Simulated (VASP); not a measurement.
# Sn in VASP: a series of runs, part 2 of 2

VASP 6.6.1. The steps go on from the part before.

## Step 3: Single point, PBE+D3(BJ) (mode 1 (-6.9 1/cm) frozen in, largest displacement +0.150 Å)

Contents of INCAR:

```
SYSTEM = Sn
PREC = Accurate
ENCUT = 520
EDIFF = 1E-6
ISMEAR = 0
SIGMA = 0.15
LREAL = .False.
LASPH = .True.
NELM = 100
ALGO = Fast
ISIF = 2
LWAVE = .False.
LCHARG = .False.
GGA = PE
IVDW = 12
NBANDS = 21
```

Contents of KPOINTS:

```
Automatic mesh
0
Gamma
  18 18 12
  0 0 0
```

Contents of POSCAR:

```
Sn
1.0
   -1.7544065422      1.7546136957     -2.1674907473
   -1.7544065422      1.7546136957      2.1674907473
    3.5088130844      3.5092273914      0.0000000000
Sn
2
Direct
    0.0302266760      0.0302266760     -0.0000035509
    0.4697733240      0.4697733240      0.5000035509
```

Potentials or basis: VASP PAW PBE potentials, release 64 (Sn_d).

Command:

```sh
$ cat potpaw_PBE.64/Sn_d/POTCAR > POTCAR
$ mpirun -np 1 vasp_std > vasp.out
```

OUTCAR:

```text
SYSTEM = Sn
   PREC = Accurate
   ENCUT = 520
   EDIFF = 1E-6
   ISMEAR = 0
   LREAL = .False.
   LASPH = .True.
   NELM = 100
   ISIF = 2
   GGA = PE
   IVDW = 12
 IVDW          = 12

 ion  position               nearest neighbor table
   1  0.030  0.030  1.000-   2 3.30   2 3.30   2 3.31   2 3.31   2 3.31   2 3.31   2 3.73   2 3.73

   2  0.470  0.470  0.500-   1 3.30   1 3.30   1 3.31   1 3.31   1 3.31   1 3.31   1 3.73   1 3.73

  LATTYP: Found a base centered monoclinic cell.
 ALAT       =     4.9625040197
 B/A-ratio  =     0.8735472006
 C/A-ratio  =     1.0000000000
 COS(beta)  =    -0.0001180691

  Lattice vectors:

 A1 = (   1.7544065422,  -1.7546136957,   2.1674907473)
 A2 = (   1.7544065422,  -1.7546136957,  -2.1674907473)
 A3 = (   3.5088130844,   3.5092273914,   0.0000000000)

Analysis of symmetry for initial positions (statically):
=====================================================================
 Subroutine PRICEL returns:
 Original cell was already a primitive cell.

 Routine SETGRP: Setting up the symmetry group for a
 base centered monoclinic supercell.

 Subroutine GETGRP returns: Found  4 space group operations
 (whereof  2 operations were pure point group operations)
 out of a pool of  4 trial point group operations.

The static configuration has the point symmetry C_1h.
 The point group associated with its full space group is C_2h.

Analysis of symmetry for dynamics (positions and initial velocities):
=====================================================================
 Subroutine PRICEL returns:
 Original cell was already a primitive cell.

 Routine SETGRP: Setting up the symmetry group for a
 base centered monoclinic supercell.

 Subroutine GETGRP returns: Found  4 space group operations
 (whereof  2 operations were pure point group operations)
 out of a pool of  4 trial point group operations.

The dynamic configuration has the point symmetry C_1h.
 The point group associated with its full space group is C_2h.

 Subroutine INISYM returns: Found  4 space group operations
 (whereof  2 operations are pure point group operations),
 and found     1 'primitive' translations

----------------------------------------------------------------------------------------

                                     Primitive cell

  volume of cell :      53.3776

  direct lattice vectors                    reciprocal lattice vectors
    -1.754406542  1.754613696 -2.167490747    -0.142498329  0.142481505 -0.230681492
    -1.754406542  1.754613696  2.167490747    -0.142498329  0.142481505  0.230681492
     3.508813084  3.509227391  0.000000000     0.142498329  0.142481505  0.000000000

  length of vectors
     3.294636198  3.294636198  4.962504020     0.306301655  0.306301655  0.201511173

  position of ions in fractional coordinates (direct lattice)
     0.030226676  0.030226676  0.999996449
     0.469773324  0.469773324  0.500003551

  ion indices of the primitive-cell ions
   primitive index   ion index
                 1           1
                 2           2

----------------------------------------------------------------------------------------

 KPOINTS: Automatic mesh

Automatic generation of k-mesh.
 Grid dimensions read from file:
 generate k-points for:   18   18   12

 Generating k-lattice:

  Cartesian coordinates                     Fractional coordinates (reciprocal lattice)
    -0.007916574  0.007915639 -0.012815638     0.055555556  0.000000000  0.000000000
    -0.007916574  0.007915639  0.012815638     0.000000000  0.055555556  0.000000000
     0.011874861  0.011873459  0.000000000     0.000000000  0.000000000  0.083333333

  Length of vectors
     0.017016759  0.017016759  0.016792598

  Shift w.r.t. Gamma in fractional coordinates (k-lattice)
     0.000000000  0.000000000  0.000000000

 Subroutine IBZKPT returns following result:
 ===========================================

 Found   1037 irreducible k-points:

 Following reciprocal coordinates:
            Coordinates               Weight
  0.000000  0.000000  0.000000      1.000000
  0.055556  0.000000 -0.000000      4.000000
  0.111111  0.000000 -0.000000      4.000000
  0.166667 -0.000000 -0.000000      4.000000
  0.222222  0.000000 -0.000000      4.000000
  0.277778 -0.000000 -0.000000      4.000000
[... 16 lines left out ...]
 -0.277778  0.055556  0.000000      4.000000
 -0.222222  0.055556  0.000000      4.000000
 [... further k-points ...]
   k-points           NKPTS =   1037   k-points in BZ     NKDIM =   1037   number of bands    NBANDS=     21
   number of dos      NEDOS =    301   number of ions     NIONS =      2
   total plane-waves  NPLWV =  31360
   dimension x,y,z NGX =    28 NGY =   28 NGZ =   40
   dimension x,y,z NGXF=    56 NGYF=   56 NGZF=   80
   ions per type =               2
   NGX,Y,Z   is equivalent  to a cutoff of  14.13, 14.13, 13.40 a.u.
   NGXF,Y,Z  is equivalent  to a cutoff of  28.26, 28.26, 26.80 a.u.
 SYSTEM =  Sn
   PREC   = accura    normal or accurate (medium, high low for compatibility)
   ISTART =      0    job   : 0-new  1-cont  2-samecut
   ICHARG =      2    charge: 1-file 2-atom 10-const
   ISPIN  =      1    spin polarized calculation?
   LNONCOLLINEAR =      F non collinear calculations
   LSORBIT =      F    spin-orbit coupling
   LASPH  =      T    aspherical Exc in radial PAW
   ENCUT  =  520.0 eV  38.22 Ry    6.18 a.u.   6.13  6.13  9.23*2*pi/ulx,y,z
   NELM   =    100;   NELMIN=  2; NELMDL= -5     # of ELM steps
   EDIFF  = 0.1E-05   stopping-criterion for ELM
   LREAL  =      F    real-space projection
   EDIFFG = 0.1E-04   stopping-criterion for IOM
   NSW    =      0    number of steps for IOM
   IBRION =     -1    ionic relax: 0-MD 1-quasi-New 2-CG
   NFREE  =      0    steps in history (QN), initial steepest desc. (CG)
   ISIF   =      2    stress and relaxation
   ISYM   =      2    0-nonsym 1-usesym 2-fastsym
   POTIM  = 0.5000    time-step for ionic-motion
   TEBEG  =    0.0;   TEEND  =   0.0 temperature during run
   PSTRESS=    0.0 pullay stress
   NELECT =      28.0000    total number of electrons
   NUPDOWN=      -1.0000    fix difference up-down
   EMIN   =  10.00;   EMAX   =-10.00  energy-range for DOS
   EFERMI =   0.00;   METHOD = LEGACY
   ISMEAR =     0;   SIGMA  =   0.15  broadening in eV -4-tet -1-fermi 0-gaus
   EFERMI_NEDOS =   21; number of points for ismear=-14 and -15
   IALGO  =     68    algorithm
   IMIX   =      4    mixing-type and parameters
     AMIX     =   0.40;   BMIX     =  1.00
     AMIX_MAG =   1.60;   BMIX_MAG =  1.00
  volume/ion in A,a.u.               =      26.69       180.10
  Fermi-wavevector in a.u.,A,eV,Ry     =   1.320306  2.495016 23.717774  1.743207
  Thomas-Fermi vector in A             =   2.450141
   LORBIT       =      0    0 simple, 1 ext, 2 COOP (PROOUT), +10 PAW based schemes
   GGA     = PE    functional components
   LHFCALC =     F    Hartree Fock is set to
   AEXX    =    0.0000 exact exchange contribution
   IVDW    =    12    specifies the selected vdW correction
   LEPSILON=     F    determine dielectric tensor
   LRPA    =     F    only Hartree local field effects (RPA)
 non-spin polarized calculation
 RMM-DIIS sequential band-by-band and
 Gauss-broadening in eV      SIGMA  =   0.15
  energy-cutoff  :      520.00
  volume of cell :       53.38
 maximum number of plane-waves:      1456
 NGX is ok and might be reduce to    28
   NGX = 13   NGY = 13   NGZ = 19

 number of electron      28.0000003 magnetization

 Free energy of the ion-electron system (eV)
  ---------------------------------------------------
  ext. energy  EPLUGINS =         0.00000000
  ---------------------------------------------------
  free energy    TOTEN  =        -7.55347394 eV

  energy without entropy =       -7.54116293  energy(sigma->0) =       -7.54731843

 E-fermi :   8.3741     XC(G=0): -10.4435

 val. band max:        8.3709143604   @ k =   0.5000   0.5000   0.1667
 cond. band min:       8.3751599749   @ k =   0.3889  -0.0000   0.0833
 fundamental gap:      0.0042456145
 Fermi energy:         8.3741282664

 k-point     1 :       0.0000    0.0000    0.0000
  band No.  band energies     occupation
      1     -13.3187      2.00000
      2     -13.2498      2.00000
      3     -13.2478      2.00000
      4     -13.2338      2.00000
      5     -13.1803      2.00000
      6     -13.1796      2.00000
[... 550 lines left out ...]
      5     -13.1916      2.00000
      6     -13.1443      2.00000
[... 13 lines left out ...]
     20      17.7931      0.00000
     21      20.3572      0.00000

 [... further k-points ...]

------------------------ aborting loop because EDIFF is reached ----------------------------------------

 Edisp (eV)   -0.78460

 E8    (eV) :    -0.3767

  FORCE on cell =-STRESS in cart. coord.  units (eV):
  Direction    XX          YY          ZZ          XY          YZ          ZX
  --------------------------------------------------------------------------------------
  -------------------------------------------------------------------------------------
  Total       0.11029     0.10912     0.11431     0.03808     0.00000     0.00000
  in kB       3.31031     3.27548     3.43099     1.14292     0.00000     0.00000
  external pressure =        3.34 kB  Pullay stress =        0.00 kB

 VOLUME and BASIS-vectors are now :
 -----------------------------------------------------------------------------
  energy-cutoff  :      520.00
  volume of cell :       53.38
      direct lattice vectors                 reciprocal lattice vectors
    -1.754406542  1.754613696 -2.167490747    -0.142498329  0.142481505 -0.230681492
    -1.754406542  1.754613696  2.167490747    -0.142498329  0.142481505  0.230681492
     3.508813084  3.509227391  0.000000000     0.142498329  0.142481505  0.000000000

 POSITION                                       TOTAL-FORCE (eV/Angst)
 -----------------------------------------------------------------------------------
      3.40274      3.61529      0.00000         0.014542     -0.014298      0.000000
      0.10607      3.40317      0.00000        -0.014542      0.014298      0.000000
 -----------------------------------------------------------------------------------
    total drift:                                0.000000      0.000000      0.000000

  FREE ENERGIE OF THE ION-ELECTRON SYSTEM (eV)
  ---------------------------------------------------
  free  energy   TOTEN  =        -8.3380722891 eV

  energy  without entropy=       -8.3257612849  energy(sigma->0) =       -8.33191679
```

stdout:

```text
POSCAR found type information on POSCAR Sn
 POSCAR found :  1 types and       2 ions
 scaLAPACK will be used
 LDA part: xc-table for (Slater+PW92), standard interpolation
 POSCAR, INCAR and KPOINTS ok, starting setup
 FFT: planning ... GRIDC
 FFT: planning ... GRID_SOFT
 FFT: planning ... GRID
 WAVECAR not read
 entering main loop
WARNING in EDDRMM: call to ZHEGV failed, returncode =   8  4     21
WARNING in EDDRMM: call to ZHEGV failed, returncode =   6  3     19
WARNING in EDDRMM: call to ZHEGV failed, returncode =   6  3     18
WARNING in EDDRMM: call to ZHEGV failed, returncode =   6  3     19
WARNING in EDDRMM: call to ZHEGV failed, returncode =   6  3     16
WARNING in EDDRMM: call to ZHEGV failed, returncode =   6  3     20
WARNING in EDDRMM: call to ZHEGV failed, returncode =   8  4     17
WARNING in EDDRMM: call to ZHEGV failed, returncode =   6  3     18
WARNING in EDDRMM: call to ZHEGV failed, returncode =   6  3     19
WARNING in EDDRMM: call to ZHEGV failed, returncode =   8  4     18
WARNING in EDDRMM: call to ZHEGV failed, returncode =   6  3     19
WARNING in EDDRMM: call to ZHEGV failed, returncode =   8  4     18
WARNING in EDDRMM: call to ZHEGV failed, returncode =   8  4     18
WARNING in EDDRMM: call to ZHEGV failed, returncode =   6  3     18
WARNING in EDDRMM: call to ZHEGV failed, returncode =   6  3     19
WARNING in EDDRMM: call to ZHEGV failed, returncode =   6  3     17
```

Run time: 16 min. Hardware: 1 thread of Intel Xeon Platinum 8259CL at 2.50GHz (Skylake/Cascade Lake), shared host; peak memory 0.91 GiB.

What came out:

```yaml
Free_energy: -8.3381 eV
Pressure: 0.3 GPa
Largest_force: 0.020 eV/Å
Band_gap_on_the_k_mesh: zero (band 14 reaches 12.06 eV, above the bottom of band 15 at 6.45 eV)
Dispersion_energy_per_atom: -0.392 eV
```

Forces in eV/Å, atoms in the order of the input:
```
Sn   0.015 -0.014  0.000
Sn  -0.015  0.014  0.000
```

Caveat: the cell differs from its parent crystal (mode 1 (-6.9 1/cm) frozen in, largest displacement +0.150 Å); spin-orbit coupling is left out, which moves the levels of the heavy elements; pairwise dispersion overbinds metals, which lowers pressure and volume.

## Step 4: Single point, PBE+D3(BJ) (mode 1 (-6.9 1/cm) frozen in, largest displacement +0.100 Å)

Contents of INCAR:

```
ALGO = Fast
EDIFF = 1E-6
ENCUT = 520
GGA = PE
ISIF = 2
ISMEAR = 0
IVDW = 12
LASPH = True
LCHARG = True
LELF = True
LREAL = False
LVHAR = True
LWAVE = False
NBANDS = 21
NELM = 100
PREC = Accurate
SIGMA = 0.15
```

Contents of KPOINTS:

```
k-points
0
Gamma
  18 18 12
```

Contents of POSCAR:

```
Sn
1.0
   -1.7544065422      1.7546136957     -2.1674907473
   -1.7544065422      1.7546136957      2.1674907473
    3.5088130844      3.5092273914      0.0000000000
Sn
2
Direct
    0.0201511173      0.0201511173     -0.0000023673
    0.4798488827      0.4798488827      0.5000023673
```

Potentials or basis: VASP PAW PBE potentials, release 64 (Sn_d).

Command:

```sh
$ cat potpaw_PBE.64/Sn_d/POTCAR > POTCAR
$ mpirun -np 1 vasp_std > vasp.out
```

OUTCAR:

```text
EDIFF = 1E-6
   ENCUT = 520
   GGA = PE
   ISIF = 2
   ISMEAR = 0
   IVDW = 12
   LASPH = True
   LREAL = False
   NELM = 100
   PREC = Accurate
 IVDW          = 12

 ion  position               nearest neighbor table
   1  0.020  0.020  1.000-   2 3.30   2 3.30   2 3.30   2 3.30   2 3.37   2 3.37   2 3.65   2 3.65

   2  0.480  0.480  0.500-   1 3.30   1 3.30   1 3.30   1 3.30   1 3.37   1 3.37   1 3.65   1 3.65

  LATTYP: Found a base centered monoclinic cell.
[... 775 lines left out ...]

 Edisp (eV)   -0.78432

 E8    (eV) :    -0.3765

  FORCE on cell =-STRESS in cart. coord.  units (eV):
  Direction    XX          YY          ZZ          XY          YZ          ZX
  --------------------------------------------------------------------------------------
  -------------------------------------------------------------------------------------
  Total       0.06125     0.06048     0.07950     0.01636     0.00000     0.00000
  in kB       1.83862     1.81534     2.38625     0.49100     0.00000     0.00000
  external pressure =        2.01 kB  Pullay stress =        0.00 kB

 VOLUME and BASIS-vectors are now :
 -----------------------------------------------------------------------------
  energy-cutoff  :      520.00
  volume of cell :       53.38
      direct lattice vectors                 reciprocal lattice vectors
    -1.754406542  1.754613696 -2.167490747    -0.142498329  0.142481505 -0.230681492
    -1.754406542  1.754613696  2.167490747    -0.142498329  0.142481505  0.230681492
     3.508813084  3.509227391  0.000000000     0.142498329  0.142481505  0.000000000

 POSITION                                       TOTAL-FORCE (eV/Angst)
 -----------------------------------------------------------------------------------
      3.43810      3.57993      0.00000         0.002548     -0.002414      0.000000
      0.07071      3.43852      0.00000        -0.002548      0.002414      0.000000
 -----------------------------------------------------------------------------------
    total drift:                               -0.000000     -0.000000     -0.000000

  FREE ENERGIE OF THE ION-ELECTRON SYSTEM (eV)
  ---------------------------------------------------
  free  energy   TOTEN  =        -8.3391366177 eV

  energy  without entropy=       -8.3263625911  energy(sigma->0) =       -8.33274960
```

OSZICAR:

```text
N       E                     dE             d eps       ncg     rms          rms(c)
DAV:   1     0.220293234978E+03    0.22029E+03   -0.14362E+04 44247   0.210E+03
DAV:   2     0.149231802960E+02   -0.20537E+03   -0.20127E+03 43922   0.453E+02
DAV:   3    -0.688033538037E+01   -0.21804E+02   -0.21612E+02 49925   0.133E+02
DAV:   4    -0.755340773762E+01   -0.67307E+00   -0.67255E+00 49860   0.257E+01
DAV:   5    -0.758089793954E+01   -0.27490E-01   -0.27489E-01 61830   0.492E+00    0.195E+00
RMM:   6    -0.756148113106E+01    0.19417E-01   -0.24883E-02 52728   0.181E+00    0.112E+00
RMM:   7    -0.755491637131E+01    0.65648E-02   -0.18238E-02 51497   0.141E+00    0.120E-01
RMM:   8    -0.755473347887E+01    0.18289E-03   -0.22395E-03 58123   0.607E-01    0.409E-02
RMM:   9    -0.755480707916E+01   -0.73600E-04   -0.69749E-04 63807   0.233E-01    0.133E-02
RMM:  10    -0.755481674882E+01   -0.96697E-05   -0.10074E-04 58791   0.130E-01    0.593E-03
RMM:  11    -0.755482033811E+01   -0.35893E-05   -0.61035E-05 67602   0.669E-02    0.705E-03
RMM:  12    -0.755482095378E+01   -0.61567E-06   -0.78134E-06 47899   0.228E-02
   1 F= -.83391366E+01 E0= -.83327496E+01  d E =-.127740E-01
```

Run time: 31 min. Hardware: 1 thread of AMD EPYC 7R13, shared host; peak memory 0.89 GiB.

Results:

- Free energy: -8.3391 eV
- Pressure: 0.2 GPa
- Largest force: 0.004 eV/Å
- Band gap on the k mesh: zero (band 14 reaches 12.04 eV, above the bottom of band 15 at 6.40 eV)
- Dispersion energy per atom: -0.392 eV

Forces on the atoms (eV/Å):
```
Sn   0.003 -0.002  0.000
Sn  -0.003  0.002  0.000
```

Caveat: the cell differs from its parent crystal (mode 1 (-6.9 1/cm) frozen in, largest displacement +0.100 Å); spin-orbit coupling is left out, which moves the levels of the heavy elements; pairwise dispersion overbinds metals, which lowers pressure and volume.
